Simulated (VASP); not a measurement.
# Fe2O3 (R-3c) in VASP: single point with PBE+U

Aim: the single point of Fe2O3 with PBE+U.

All numbers are computed with VASP 6.6.1; they aren't measurements. Logs are shortened: lines on timing, memory, paths and dates and some standing lists are left out, and cuts for length are marked.

**1. The cell of the first run**

It takes space group R-3c (No. 167, trigonal). Conventional cell: a = 5.038 Å, b = 5.038 Å, c = 13.772 Å, α = 90.00°, β = 90.00°, γ = 120.00°. Within 2.6 Å of Fe (site symmetry 3) lie 6 O at 1.95 to 2.12 Å. O (site symmetry 2) has 4 Fe at 1.95 to 2.12 Å and 8 O at 2.67 to 2.89 Å within 2.9 Å.

**2. Single point, PBE+U, collinear spin, ferromagnetic start**

Input file INCAR:

```
  ALGO = Normal
  EDIFF = 1E-7
  ENCUT = 520
  GGA = PE
  ISIF = 2
  ISMEAR = 0
  ISPIN = 2
  LASPH = True
  LCHARG = True
  LDAU = True
  LDAUJ = 0 0
  LDAUL = 2 -1
  LDAUPRINT = 1
  LDAUTYPE = 2
  LDAUU = 5.3 0
  LELF = True
  LMAXMIX = 4
  LORBIT = 11
  LREAL = False
  LVHAR = True
  LWAVE = False
  MAGMOM = 4 4 4 4 0 0 0 0 0 0
  NBANDS = 49
  NELM = 150
  PREC = Accurate
  SIGMA = 0.05
```

Input file KPOINTS:

```
k-points
0
Gamma
  6 6 6
```

Input file POSCAR:

```
Fe2O3
1.0
   -2.5190000000      4.3630359843      0.0000000000
   -5.0380000000      0.0000000000      0.0000000000
   -2.5190000000      1.4543453281      4.5906666667
Fe O
4 6
Direct
    0.6447000000      0.6447000000      0.0659000000
    0.8553000000      0.8553000000      0.4341000000
    0.3553000000      0.3553000000      0.9341000000
    0.1447000000      0.1447000000      0.5659000000
    0.7500000000      0.4441000000      0.7500000000
    0.0559000000      0.7500000000      0.7500000000
    0.4441000000      0.0559000000      0.7500000000
    0.2500000000      0.5559000000      0.2500000000
    0.9441000000      0.2500000000      0.2500000000
    0.5559000000      0.9441000000      0.2500000000
```

Potentials or basis: VASP PAW PBE potentials, release 64 (Fe, O).

The run is started by

```
$ cat potpaw_PBE.64/Fe/POTCAR potpaw_PBE.64/O/POTCAR > POTCAR
$ mpirun -np 1 vasp_std > vasp.out
```

OUTCAR:

```text
EDIFF = 1E-7
   ENCUT = 520
   GGA = PE
   ISIF = 2
   ISMEAR = 0
   ISPIN = 2
   LASPH = True
   LORBIT = 11
   LREAL = False
   NELM = 150
   PREC = Accurate

 ion  position               nearest neighbor table
   1  0.645  0.645  0.066-  10 1.95   8 1.95   9 1.95   5 2.12   7 2.12   6 2.12   2 2.90   3 2.97
                             3 2.97   3 2.97
   2  0.855  0.855  0.434-   9 1.95   8 1.95  10 1.95   5 2.12   7 2.12   6 2.12   1 2.90   4 2.97
                             4 2.97   4 2.97
   3  0.355  0.355  0.934-   7 1.95   5 1.95   6 1.95   8 2.12   9 2.12  10 2.12   4 2.90   1 2.97
                             1 2.97   1 2.97
   4  0.145  0.145  0.566-   6 1.95   5 1.95   7 1.95   8 2.12   9 2.12  10 2.12   3 2.90   2 2.97
                             2 2.97   2 2.97
   5  0.750  0.444  0.750-   3 1.95   4 1.95   1 2.12   2 2.12
   6  0.056  0.750  0.750-   4 1.95   3 1.95   1 2.12   2 2.12
   7  0.444  0.056  0.750-   3 1.95   4 1.95   1 2.12   2 2.12
   8  0.250  0.556  0.250-   1 1.95   2 1.95   3 2.12   4 2.12
   9  0.944  0.250  0.250-   2 1.95   1 1.95   3 2.12   4 2.12
  10  0.556  0.944  0.250-   1 1.95   2 1.95   3 2.12   4 2.12

  LATTYP: Found a trigonal (rhomboedric) cell.
 ALAT       =     5.4345838643
 COS(alpha) =     0.5703114900

  Lattice vectors:

 A1 = (   0.0000000000,  -2.9086906562,   4.5906666667)
 A2 = (   2.5190000000,   1.4543453281,   4.5906666667)
 A3 = (  -2.5190000000,   1.4543453281,   4.5906666667)

Analysis of symmetry for initial positions (statically):
=====================================================================
 Subroutine PRICEL returns:
 Original cell was already a primitive cell.

 Routine SETGRP: Setting up the symmetry group for a
 trigonal (rhombohedral) supercell.

 Subroutine GETGRP returns: Found 12 space group operations
 (whereof  6 operations were pure point group operations)
 out of a pool of 12 trial point group operations.

The static configuration has the point symmetry S_6 .
 The point group associated with its full space group is D_3d.

Analysis of symmetry for dynamics (positions and initial velocities):
=====================================================================
 Subroutine PRICEL returns:
 Original cell was already a primitive cell.

 Routine SETGRP: Setting up the symmetry group for a
 trigonal (rhombohedral) supercell.

 Subroutine GETGRP returns: Found 12 space group operations
 (whereof  6 operations were pure point group operations)
 out of a pool of 12 trial point group operations.

The dynamic configuration has the point symmetry S_6 .
 The point group associated with its full space group is D_3d.

Analysis of structural, dynamic, and magnetic symmetry:
=====================================================================
 Subroutine PRICEL returns:
 Original cell was already a primitive cell.

 Routine SETGRP: Setting up the symmetry group for a
 trigonal (rhombohedral) supercell.

 Subroutine GETGRP returns: Found 12 space group operations
 (whereof  6 operations were pure point group operations)
 out of a pool of 12 trial point group operations.

The overall configuration has the point symmetry S_6 .
 The point group associated with its full space group is D_3d.

 Subroutine INISYM returns: Found 12 space group operations
 (whereof  6 operations are pure point group operations),
 and found     1 'primitive' translations
[... 122 lines left out ...]
   NELECT =      68.0000    total number of electrons
   NUPDOWN=      -1.0000    fix difference up-down
   EMIN   =  10.00;   EMAX   =-10.00  energy-range for DOS
   EFERMI =   0.00;   METHOD = LEGACY
   ISMEAR =     0;   SIGMA  =   0.05  broadening in eV -4-tet -1-fermi 0-gaus
   EFERMI_NEDOS =   21; number of points for ismear=-14 and -15
   IALGO  =     38    algorithm
   IMIX   =      4    mixing-type and parameters
     AMIX     =   0.40;   BMIX     =  1.00
     AMIX_MAG =   1.60;   BMIX_MAG =  1.00
  volume/ion in A,a.u.               =      10.09        68.10
  Fermi-wavevector in a.u.,A,eV,Ry     =   1.435281  2.712288 28.028426  2.060031
  Thomas-Fermi vector in A             =   2.554597
   LORBIT       =     11    0 simple, 1 ext, 2 COOP (PROOUT), +10 PAW based schemes
 LDA+U is selected, type is set to LDAUTYPE =  2
   angular momentum for each species LDAUL =     2   -1
   U (eV)           for each species LDAUU =   5.3  0.0
   J (eV)           for each species LDAUJ =   0.0  0.0
   GGA     = PE    functional components
   LHFCALC =     F    Hartree Fock is set to
   AEXX    =    0.0000 exact exchange contribution
   IVDW    =     0    specifies the selected vdW correction
   LEPSILON=     F    determine dielectric tensor
   LRPA    =     F    only Hartree local field effects (RPA)
 spin polarized calculation
 Gauss-broadening in eV      SIGMA  =   0.05
  energy-cutoff  :      520.00
  volume of cell :      100.91
 maximum number of plane-waves:      2742
 NGX is ok and might be reduce to    40
   NGX = 19   NGY = 19   NGZ = 21

atom =   1  type =  1  l = 2

 onsite density matrix

spin component  1
[... 116 lines left out ...]
  o =  0.0614  v =  0.0000  0.0000  0.0000  0.0000  0.0000 -0.1560 -0.0007 -0.0000 -0.6053  0.7806      0.0000  0.0000  0.0000  0.0000  0.0000  0.0000  0.0000  0.0000  0.0000  0.0000
  o =  0.0614  v =  0.0000  0.0000  0.0000  0.0000  0.0000 -0.7806 -0.6053  0.0000  0.0007 -0.1560      0.0000  0.0000  0.0000  0.0000  0.0000  0.0000  0.0000  0.0000  0.0000  0.0000
  o =  0.0730  v =  0.0000  0.0000  0.0000  0.0000  0.0000  0.0000 -0.0000 -1.0000  0.0000 -0.0000      0.0000  0.0000  0.0000  0.0000  0.0000  0.0000  0.0000  0.0000  0.0000  0.0000
  o =  0.2695  v =  0.0000  0.0000  0.0000  0.0000  0.0000  0.1179 -0.0000 -0.0000 -0.7960 -0.5937      0.0000  0.0000  0.0000  0.0000  0.0000  0.0000  0.0000  0.0000  0.0000  0.0000
  o =  0.2695  v =  0.0000  0.0000  0.0000  0.0000  0.0000 -0.5937  0.7960 -0.0000 -0.0000 -0.1179      0.0000  0.0000  0.0000  0.0000  0.0000  0.0000  0.0000  0.0000  0.0000  0.0000
  o =  0.9877  v = -0.1146  0.0000 -0.0000 -0.6331  0.7655  0.0000  0.0000  0.0000  0.0000  0.0000      0.0000  0.0000  0.0000  0.0000  0.0000  0.0000  0.0000  0.0000  0.0000  0.0000
  o =  0.9877  v =  0.7655  0.6331 -0.0000  0.0000  0.1146  0.0000  0.0000  0.0000  0.0000  0.0000      0.0000  0.0000  0.0000  0.0000  0.0000  0.0000  0.0000  0.0000  0.0000  0.0000
  o =  0.9898  v =  0.0000  0.0000  1.0000 -0.0000  0.0000  0.0000  0.0000  0.0000  0.0000  0.0000      0.0000  0.0000  0.0000  0.0000  0.0000  0.0000  0.0000  0.0000  0.0000  0.0000
  o =  1.0684  v =  0.0938  0.0000 -0.0000 -0.7740 -0.6262  0.0000  0.0000  0.0000  0.0000  0.0000      0.0000  0.0000  0.0000  0.0000  0.0000  0.0000  0.0000  0.0000  0.0000  0.0000
  o =  1.0684  v = -0.6262  0.7740 -0.0000  0.0000 -0.0938  0.0000  0.0000  0.0000  0.0000  0.0000      0.0000  0.0000  0.0000  0.0000  0.0000  0.0000  0.0000  0.0000  0.0000  0.0000

 number of electron      67.9999996 magnetization      19.9999985

 Free energy of the ion-electron system (eV)
  ---------------------------------------------------
  ext. energy  EPLUGINS =         0.00000000
  ---------------------------------------------------
  free energy    TOTEN  =       -66.08859526 eV

  energy without entropy =      -66.08859526  energy(sigma->0) =      -66.08859526

 E-fermi :   3.9323     XC(G=0): -11.5815

 val. band max:        3.6933443522   @ k =   0.0000   0.0000   0.0000
 cond. band min:       5.3256409242   @ k =  -0.3333   0.3333   0.0000
 fundamental gap:      1.6322965720
 Fermi energy:         3.9322723076

 spin component 1

 k-point     1 :       0.0000    0.0000    0.0000
  band No.  band energies     occupation
      1     -15.2781      1.00000
      2     -13.9113      1.00000
      3     -13.9113      1.00000
      4     -13.7326      1.00000
      5     -13.7126      1.00000
      6     -13.7126      1.00000
[... 2345 lines left out ...]
     45      12.3819      0.00000
     46      13.4957      0.00000

 [... further k-points ...]

 [bands above 46 left out]

------------------------ aborting loop because EDIFF is reached ----------------------------------------

  FORCE on cell =-STRESS in cart. coord.  units (eV):
  Direction    XX          YY          ZZ          XY          YZ          ZX
  --------------------------------------------------------------------------------------
  -------------------------------------------------------------------------------------
  Total        5.3517142      5.3517142      2.8079843      0.0000000     -0.0000000     -0.0000000
  in kB       84.9729652     84.9729652     44.5843610      0.0000000     -0.0000000     -0.0000000
  external PRESSURE =      71.5100972 kB  Pullay stress =       0.0000000 kB

 VOLUME and BASIS-vectors are now :
 -----------------------------------------------------------------------------
  energy-cutoff  :      520.00
  volume of cell :      100.91
      direct lattice vectors                 reciprocal lattice vectors
    -2.519000000  4.363035984  0.000000000     0.000000000  0.229198201 -0.072611095
    -5.038000000  0.000000000  0.000000000    -0.198491465 -0.114599101 -0.072611095
    -2.519000000  1.454345328  4.590666667     0.000000000  0.000000000  0.217833285

 POSITION                                       TOTAL-FORCE (eV/Angst)
 -----------------------------------------------------------------------------------
     -5.03800      2.90869      0.30252         0.000000     -0.000000     -0.418975
     -7.55700      4.36304      1.99281        -0.000000      0.000000      0.418975
     -5.03800      2.90869      4.28814        -0.000000      0.000000      0.418975
     -2.51900      1.45435      2.59786         0.000000     -0.000000     -0.418975
     -6.01588      4.36304      3.44300        -0.188986      0.000000     -0.000000
     -5.80856      1.33465      3.44300         0.094493     -0.163667      0.000000
     -3.28956      3.02838      3.44300         0.094493      0.163667      0.000000
     -4.06012      1.45435      1.14767         0.188986      0.000000      0.000000
     -4.26744      4.48273      1.14767        -0.094493      0.163667     -0.000000
     -6.78644      2.78900      1.14767        -0.094493     -0.163667     -0.000000
 -----------------------------------------------------------------------------------
    total drift:                                0.000000     -0.000000     -0.000000

  FREE ENERGIE OF THE ION-ELECTRON SYSTEM (eV)
  ---------------------------------------------------
  free  energy   TOTEN  =       -66.0885952601 eV

  energy  without entropy=      -66.0885952601  energy(sigma->0) =      -66.08859526

 total charge

# of ion       s       p       d       tot
------------------------------------------
    1        0.388   0.562   5.808   6.758
    2        0.388   0.562   5.808   6.758
    3        0.388   0.562   5.808   6.758
    4        0.388   0.562   5.808   6.758
    5        1.558   3.503   0.000   5.060
    6        1.558   3.503   0.000   5.060
    7        1.558   3.503   0.000   5.060
    8        1.558   3.503   0.000   5.060
    9        1.558   3.503   0.000   5.060
   10        1.558   3.503   0.000   5.060
--------------------------------------------------
tot         10.899  23.262  23.233  57.394

 magnetization (x)

# of ion       s       p       d       tot
------------------------------------------
    1        0.027   0.044   4.358   4.429
    2        0.027   0.044   4.358   4.429
    3        0.027   0.044   4.358   4.429
    4        0.027   0.044   4.358   4.429
    5        0.019   0.316   0.000   0.336
    6        0.019   0.316   0.000   0.336
    7        0.019   0.316   0.000   0.336
    8        0.019   0.316   0.000   0.336
    9        0.019   0.316   0.000   0.336
   10        0.019   0.316   0.000   0.336
--------------------------------------------------
tot          0.224   2.075  17.430  19.730
```

It took 4 min on 1 thread of Intel Xeon 6975P-C (Granite Rapids), shared host; peak memory 0.42 GiB.

Results:

| Property | Result |
| --- | --- |
| Free energy | -66.0886 eV |
| Pressure | 7.2 GPa |
| Largest force | 0.419 eV/Å |
| Band gap on the k mesh | 1.63 eV (least direct gap 1.82 eV) |
| Net moment | 20.00 μB per cell |
| Site moments | Fe +4.43; O +0.34 μB |
| Valence electrons inside the program's atomic spheres | Fe 6.76; O 5.06 |

Forces on the atoms (eV/Å):
```
Fe   0.000  0.000 -0.419
Fe   0.000  0.000  0.419
Fe   0.000  0.000  0.419
Fe   0.000  0.000 -0.419
O   -0.189  0.000  0.000
O    0.094 -0.164  0.000
O    0.094  0.164  0.000
O    0.189  0.000  0.000
O   -0.094  0.164  0.000
O   -0.094 -0.164  0.000
```

Levels at points of the mesh, in eV from the valence-band top:
Spin up:
```csv
k point,band 41,band 42,band 43,band 44,band 45,band 46,band 47,band 48
"(0.00, 0.00, 0.00)",-0.51,-0.51,0.00,0.00,4.52,8.42,10.49,10.80
"(0.50, 0.00, 0.00)",-0.84,-0.84,-0.30,-0.30,7.81,7.81,9.20,9.20
"(0.50, 0.50, 0.00)",-0.67,-0.34,-0.20,-0.19,8.29,8.41,9.46,9.50
"(0.00, 0.00, 0.50)",-0.30,-0.30,-0.30,-0.30,7.15,7.15,10.97,10.97
```
Spin down:
| k point | band 21 | band 22 | band 23 | band 24 | band 25 | band 26 | band 27 | band 28 |
| --- | --- | --- | --- | --- | --- | --- | --- | --- |
| (0.00, 0.00, 0.00) | -1.76 | -0.91 | -0.91 | -0.77 | 1.88 | 1.88 | 1.95 | 2.24 |
| (0.50, 0.00, 0.00) | -1.81 | -1.81 | -0.93 | -0.93 | 1.82 | 1.82 | 2.21 | 2.21 |
| (0.50, 0.50, 0.00) | -1.78 | -1.69 | -1.49 | -1.06 | 1.81 | 1.81 | 1.90 | 2.04 |
| (0.00, 0.00, 0.50) | -1.46 | -1.46 | -1.46 | -1.46 | 2.12 | 2.12 | 2.12 | 2.12 |

Eigenvalues of the final occupation matrices:
```tsv
site	spin	trace	eigenvalues
site 1 d	1	5.10	0.99 0.99 0.99 1.07 1.07
site 1 d	2	0.73	0.06 0.06 0.07 0.27 0.27
site 2 d	1	5.10	0.99 0.99 0.99 1.07 1.07
site 2 d	2	0.73	0.06 0.06 0.07 0.27 0.27
site 3 d	1	5.10	0.99 0.99 0.99 1.07 1.07
site 3 d	2	0.73	0.06 0.06 0.07 0.27 0.27
site 4 d	1	5.10	0.99 0.99 0.99 1.07 1.07
site 4 d	2	0.73	0.06 0.06 0.07 0.27 0.27
```

Caveat: the cell stands under pressure; the run started ferromagnetic, and an antiferromagnetic order may lie lower in energy. The state reached can hang on the start; a lower one may exist.
